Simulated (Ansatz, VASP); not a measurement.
**Sc in VASP and in Ansatz**

```
Sc
1.0
     3.31936    0.00000    0.00000
    -1.65968    2.87465    0.00000
     0.00000    0.00000    5.18426
Sc
2
Direct
  0.33333 0.66667 0.25000
  0.66667 0.33333 0.75000
```

Alike in both runs: task single point; functional PBE; k mesh 11 × 11 × 6; occupations fermi-dirac, width 0.2 eV; no spin polarisation.

```csv
,VASP,Ansatz
version,VASP 6.6.1,Ansatz 0.2.0
potentials or method,"VASP PAW PBE potentials, release 64 (Sc_sv), cutoff 520 eV","plane waves (420 eV) with PAW, scalar-relativistic"
valence electrons in the cell,22,22
```

|  | VASP | Ansatz | Ansatz less VASP |
| --- | --- | --- | --- |
| pressure (GPa) | 0.4 | 0.4 | -0.02 |
| traceless stress, the component that is largest in VASP (GPa) | 0.46 | 0.46 | -0.004 |
